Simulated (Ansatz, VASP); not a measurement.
**One calculation of CoSi2, two programs**

```
Co Si
1.0
     0.00000    2.67800    2.67800
     2.67800    0.00000    2.67800
     2.67800    2.67800    0.00000
Co Si
1 2
Direct
  0.00000 0.00000 0.00000
  0.25000 0.25000 0.25000
  0.75000 0.75000 0.75000
```

Alike in both runs: task single point; functional r2SCAN; k mesh 12 × 12 × 12; occupations gaussian, width 0.05 eV; collinear spin.

```csv
,VASP,Ansatz
version,VASP 6.6.1,Ansatz 0.2.0
potentials or method,"VASP PAW PBE potentials, release 64 (Co, Si), cutoff 520 eV","scalar-relativistic, plane waves, PAW"
valence electrons in the cell,17,25
```

VASP gave:

```
gap on the k mesh at the Fermi level (eV) : none
pressure (GPa)                            : -4.4
net moment per atom (μB)                  : 0.00
```

Problem. What did Ansatz give for the same quantities?

Solution. gap on the k mesh at the Fermi level (eV): none; pressure (GPa): -4.3; net moment per atom (μB): 0.00.

VASP's potentials were made for PBE, not for r2SCAN. A gap of «none» marks a metal or a gap that the smearing closes. VASP's potentials hold 17 valence electrons a cell and Ansatz's 25, so a difference there can come from the potentials and not from the codes. Ansatz's warnings: no starting moments.
